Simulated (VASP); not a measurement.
# W (a cell with a defect) in VASP: single point with PBEsol

Aim: the single point of W (a cell with a defect) with PBEsol.

All numbers are computed with VASP 6.6.1; they aren't measurements. Logs are shortened: lines on timing, memory, paths and dates and some standing lists are left out, and cuts for length are marked.

## Step 1: The cell of the first run

The cell holds a defect, 15 atoms: a = 6.320 Å, b = 6.320 Å, c = 6.320 Å, α = 90.00°, β = 90.00°, γ = 90.00°.

## Step 2: Single point, PBEsol

The input, INCAR:

```
SYSTEM = W
  ALGO = Normal
  EDIFF = 1E-6
  ENCUT = 520
  GGA = PS
  ISIF = 2
  ISMEAR = 0
  LASPH = .True.
  LCHARG = .True.
  LELF = .True.
  LREAL = Auto
  LVHAR = .True.
  LWAVE = .False.
  NBANDS = 118
  NELM = 60
  PREC = Accurate
  SIGMA = 0.15
```

The input, KPOINTS:

```
k-points
0
Gamma
  3 3 3
  0 0 0
```

The input, POSCAR:

```
W
1.0
    6.3200000000      0.0000000000      0.0000000000
    0.0000000000      6.3200000000      0.0000000000
    0.0000000000      0.0000000000      6.3200000000
W
15
Direct
    0.4988710906      0.0019490857      0.0019243488
   -0.0010951921      0.5019721144      0.0019109909
   -0.0011325471      0.0019243920      0.5018876148
    0.2469370581      0.2500195349      0.2499303546
    0.4989030672      0.5019466203      0.0018644430
    0.4988822195      0.0019298307      0.5019310931
    0.7507237628      0.2500670165      0.2500638444
   -0.0011215717      0.5019164273      0.5019290587
    0.2470081112      0.7538438150      0.2500650804
    0.2470642024      0.2500123098      0.7537480584
    0.4988888254      0.5019493183      0.5018953909
    0.7508261120      0.7538302872      0.2499110033
    0.7508433075      0.2499765499      0.7538639606
    0.2468981092      0.7539135246      0.7539050398
    0.7508114450      0.7538642735      0.7538420181
```

Potentials or basis: VASP PAW PBE potentials, release 64 (W_sv).

Started as:

```bash
$ cat potpaw_PBE.64/W_sv/POTCAR > POTCAR
$ mpirun -np 1 vasp_std > vasp.out
```

OUTCAR:

```text
SYSTEM = W
   EDIFF = 1E-6
   ENCUT = 520
   GGA = PS
   ISIF = 2
   ISMEAR = 0
   LASPH = .True.
   LREAL = Auto
   NELM = 60
   PREC = Accurate

 ion  position               nearest neighbor table
   1  0.499  0.002  0.002-   4 2.73  14 2.73  10 2.73  13 2.73  12 2.73  15 2.73   9 2.73   7 2.73
                             6 3.16   5 3.16   5 3.16   6 3.16
   2  0.999  0.502  0.002-  12 2.73  14 2.73   4 2.73  15 2.73  13 2.73   9 2.73   7 2.73  10 2.73
                             8 3.16   5 3.16   5 3.16   8 3.16
   3  0.999  0.002  0.502-   9 2.73  13 2.73  14 2.73  15 2.73   7 2.73  12 2.73   4 2.73  10 2.73
                             6 3.16   8 3.16   8 3.16   6 3.16
   4  0.247  0.250  0.250-   2 2.73   1 2.73   3 2.73   8 2.74   5 2.74   6 2.74  11 2.76   9 3.14
                            10 3.14   7 3.14   7 3.18  10 3.18   9 3.18
   5  0.499  0.502  0.002-  15 2.74  12 2.74  10 2.74   7 2.74  13 2.74  14 2.74   4 2.74   9 2.74
                            11 3.16   1 3.16   2 3.16   2 3.16   1 3.16  11 3.16
   6  0.499  0.002  0.502-  10 2.74   9 2.74   7 2.74  15 2.74  13 2.74  14 2.74   4 2.74  12 2.74
                            11 3.16   3 3.16   1 3.16   1 3.16   3 3.16  11 3.16
   7  0.751  0.250  0.250-   3 2.73   1 2.73   2 2.73   6 2.74   8 2.74   5 2.74  11 2.76  13 3.14
                             4 3.14  12 3.14  12 3.18   4 3.18  13 3.18
   8  0.999  0.502  0.502-   7 2.74  10 2.74  13 2.74   9 2.74  15 2.74   4 2.74  12 2.74  14 2.74
                             2 3.16  11 3.16   3 3.16   3 3.16  11 3.16   2 3.16
   9  0.247  0.754  0.250-   3 2.73   1 2.73   2 2.73   6 2.74   8 2.74   5 2.74  11 2.76  14 3.14
                             4 3.14  12 3.14  12 3.18   4 3.18  14 3.18
  10  0.247  0.250  0.754-   1 2.73   3 2.73   2 2.73   6 2.74   5 2.74   8 2.74  11 2.76  14 3.14
                             4 3.14  13 3.14  13 3.18   4 3.18  14 3.18
  11  0.499  0.502  0.502-   7 2.76   9 2.76  10 2.76  15 2.76  12 2.76   4 2.76  13 2.76  14 2.76
                             5 3.16   6 3.16   8 3.16   8 3.16   6 3.16   5 3.16
  12  0.751  0.754  0.250-   2 2.73   1 2.73   3 2.73   5 2.74   8 2.74   6 2.74  11 2.76  15 3.14
                             9 3.14   7 3.14   7 3.18   9 3.18  15 3.18
  13  0.751  0.250  0.754-   3 2.73   1 2.73   2 2.73   8 2.74   5 2.74   6 2.74  11 2.76  15 3.14
                             7 3.14  10 3.14  10 3.18   7 3.18  15 3.18
  14  0.247  0.754  0.754-   2 2.73   1 2.73   3 2.73   5 2.74   6 2.74   8 2.74  11 2.76  15 3.14
                            10 3.14   9 3.14   9 3.18  10 3.18  15 3.18
  15  0.751  0.754  0.754-   2 2.73   3 2.73   1 2.73   5 2.74   6 2.74   8 2.74  11 2.76  12 3.14
                            14 3.14  13 3.14  13 3.18  14 3.18  12 3.18

  LATTYP: Found a simple cubic cell.
 ALAT       =     6.3200000000

  Lattice vectors:

 A1 = (   6.3200000000,   0.0000000000,   0.0000000000)
[... 167 lines left out ...]
  Thomas-Fermi vector in A             =   2.645875
   LORBIT       =      0    0 simple, 1 ext, 2 COOP (PROOUT), +10 PAW based schemes
   GGA     = PS    functional components
   LHFCALC =     F    Hartree Fock is set to
   AEXX    =    0.0000 exact exchange contribution
   IVDW    =     0    specifies the selected vdW correction
   LEPSILON=     F    determine dielectric tensor
   LRPA    =     F    only Hartree local field effects (RPA)
 non-spin polarized calculation
 Gauss-broadening in eV      SIGMA  =   0.15
  energy-cutoff  :      520.00
  volume of cell :      252.44
 maximum number of plane-waves:      6859
   NGX = 23   NGY = 23   NGZ = 23

 number of electron     209.9999999 magnetization

 Free energy of the ion-electron system (eV)
  ---------------------------------------------------
  ext. energy  EPLUGINS =         0.00000000
  ---------------------------------------------------
  free energy    TOTEN  =      -203.30079659 eV

  energy without entropy =     -203.14346857  energy(sigma->0) =     -203.22213258

 E-fermi :  10.0650     XC(G=0): -13.3424

 val. band max:       10.0586212924   @ k =   0.0000  -0.3333   0.3333
 cond. band min:      10.0743071116   @ k =   0.3333   0.0000   0.0000
 fundamental gap:      0.0156858192
 Fermi energy:        10.0650133531

 k-point     1 :       0.0000    0.0000    0.0000
  band No.  band energies     occupation
      1     -63.7798      2.00000
      2     -63.7031      2.00000
      3     -63.7031      2.00000
      4     -63.7030      2.00000
      5     -63.6939      2.00000
      6     -63.6939      2.00000
[... 1669 lines left out ...]
    116      12.4477      0.00000
    117      12.4683      0.00000
 [bands above 117 left out]

------------------------ aborting loop because EDIFF is reached ----------------------------------------

  FORCE on cell =-STRESS in cart. coord.  units (eV):
  Direction    XX          YY          ZZ          XY          YZ          ZX
  --------------------------------------------------------------------------------------
  -------------------------------------------------------------------------------------
  Total      -12.4933313    -12.4935868    -12.4931071     -0.0016399     -0.0007385     -0.0032185
  in kB      -79.2935031    -79.2951245    -79.2920799     -0.0104080     -0.0046869     -0.0204272
  external PRESSURE =     -79.2935692 kB  Pullay stress =       0.0000000 kB

 VOLUME and BASIS-vectors are now :
 -----------------------------------------------------------------------------
  energy-cutoff  :      520.00
  volume of cell :      252.44
      direct lattice vectors                 reciprocal lattice vectors
     6.320000000  0.000000000  0.000000000     0.158227848  0.000000000  0.000000000
     0.000000000  6.320000000  0.000000000     0.000000000  0.158227848  0.000000000
     0.000000000  0.000000000  6.320000000     0.000000000  0.000000000  0.158227848

 POSITION                                       TOTAL-FORCE (eV/Angst)
 -----------------------------------------------------------------------------------
      3.15287      0.01232      0.01216         0.001286     -0.000919     -0.000105
      6.31308      3.17246      0.01208        -0.000651     -0.004302     -0.000112
      6.31284      0.01216      3.17193         0.001327      0.000932      0.000777
      1.56064      1.58012      1.57956        -0.007403     -0.008504     -0.004887
      3.15307      3.17230      0.01178        -0.001518     -0.000707      0.002398
      3.15294      0.01220      3.17220         0.000503     -0.000404     -0.002546
      4.74457      1.58042      1.58040         0.012590     -0.008599     -0.010925
      6.31291      3.17211      3.17219         0.000751      0.001203     -0.001607
      1.56109      4.76429      1.58041        -0.008463      0.007508     -0.009445
      1.56145      1.58008      4.76369        -0.012566     -0.002479      0.011867
      3.15298      3.17232      3.17198        -0.000212      0.000141      0.001992
      4.74522      4.76421      1.57944         0.006211      0.011580     -0.000289
      4.74533      1.57985      4.76442         0.006459     -0.004460      0.006524
      1.56040      4.76473      4.76468        -0.002640      0.003949      0.002405
      4.74513      4.76442      4.76428         0.004326      0.005061      0.003953
 -----------------------------------------------------------------------------------
    total drift:                                0.008682     -0.004443     -0.006005

  FREE ENERGIE OF THE ION-ELECTRON SYSTEM (eV)
  ---------------------------------------------------
  free  energy   TOTEN  =      -203.3007965908 eV

  energy  without entropy=     -203.1434685726  energy(sigma->0) =     -203.22213258
```

OSZICAR:

```text
N       E                     dE             d eps       ncg     rms          rms(c)
DAV:   1     0.323471803392E+04    0.32347E+04   -0.12186E+05  3360   0.210E+03
DAV:   2     0.591352565950E+02   -0.31756E+04   -0.31253E+04  3304   0.705E+02
DAV:   3    -0.197423181710E+03   -0.25656E+03   -0.24251E+03  3854   0.172E+02
DAV:   4    -0.212952002977E+03   -0.15529E+02   -0.14703E+02  3896   0.336E+01
DAV:   5    -0.213632740066E+03   -0.68074E+00   -0.66889E+00  4048   0.630E+00    0.795E+01
DAV:   6    -0.205462844563E+03    0.81699E+01   -0.14481E+01  3856   0.172E+01    0.314E+01
DAV:   7    -0.203794396573E+03    0.16684E+01   -0.10829E+01  3824   0.152E+01    0.560E+00
DAV:   8    -0.203346039406E+03    0.44836E+00   -0.28341E+00  4032   0.798E+00    0.165E+00
DAV:   9    -0.203305361001E+03    0.40678E-01   -0.19785E-01  3960   0.216E+00    0.699E-01
DAV:  10    -0.203300931177E+03    0.44298E-02   -0.27860E-02  4232   0.101E+00    0.308E-01
DAV:  11    -0.203300815682E+03    0.11550E-03   -0.38084E-03  4152   0.356E-01    0.141E-01
DAV:  12    -0.203300819973E+03   -0.42905E-05   -0.55787E-04  4264   0.120E-01    0.439E-02
DAV:  13    -0.203300802639E+03    0.17334E-04   -0.15782E-04  4224   0.743E-02    0.215E-02
DAV:  14    -0.203300799002E+03    0.36369E-05   -0.18392E-05  4144   0.241E-02    0.119E-02
DAV:  15    -0.203300797507E+03    0.14954E-05   -0.46746E-06  3080   0.141E-02    0.563E-03
DAV:  16    -0.203300796591E+03    0.91581E-06   -0.86302E-07  2016   0.637E-03
   1 F= -.20330080E+03 E0= -.20322213E+03  d E =-.157328E+00
```

stdout:

```text
POSCAR found type information on POSCAR W
 POSCAR found :  1 types and      15 ions
 scaLAPACK will be used
 -----------------------------------------------------------------------------
|                                                                             |
|                                                                             |
|     You enforced a specific xc type in the INCAR file but a different       |
|     I HOPE YOU KNOW WHAT YOU ARE DOING!                                     |
|                                                                             |
 -----------------------------------------------------------------------------

 LDA part: xc-table for (Slater+PW92), standard interpolation
 POSCAR, INCAR and KPOINTS ok, starting setup
 FFT: planning ... GRIDC
 FFT: planning ... GRID_SOFT
 FFT: planning ... GRID
 WAVECAR not read
 entering main loop
```

Wall time 19 min (1 thread of Intel Xeon 8259CL, shared host); peak memory 0.48 GiB.

What came out:

| Item | Value |
| --- | --- |
| Free energy | -203.3008 eV |
| Pressure | -7.9 GPa |
| Largest force | 0.019 eV/Å |
| Band gap on the k mesh | zero (bands 105 and 106 overlap by 0.02 eV) |

Forces in eV/Å, atoms in the order of the input:
```
W    0.001 -0.001  0.000
W   -0.001 -0.004  0.000
W    0.001  0.001  0.001
W   -0.007 -0.009 -0.005
W   -0.002 -0.001  0.002
W    0.001  0.000 -0.003
W    0.013 -0.009 -0.011
W    0.001  0.001 -0.002
W   -0.008  0.008 -0.009
W   -0.013 -0.002  0.012
W    0.000  0.000  0.002
W    0.006  0.012  0.000
W    0.006 -0.004  0.007
W   -0.003  0.004  0.002
W    0.004  0.005  0.004
```

Caveat: the PAW data sets were made with another functional, which shifts forces and pressure a little; spin-orbit coupling is left out, which moves the levels of the heavy elements.
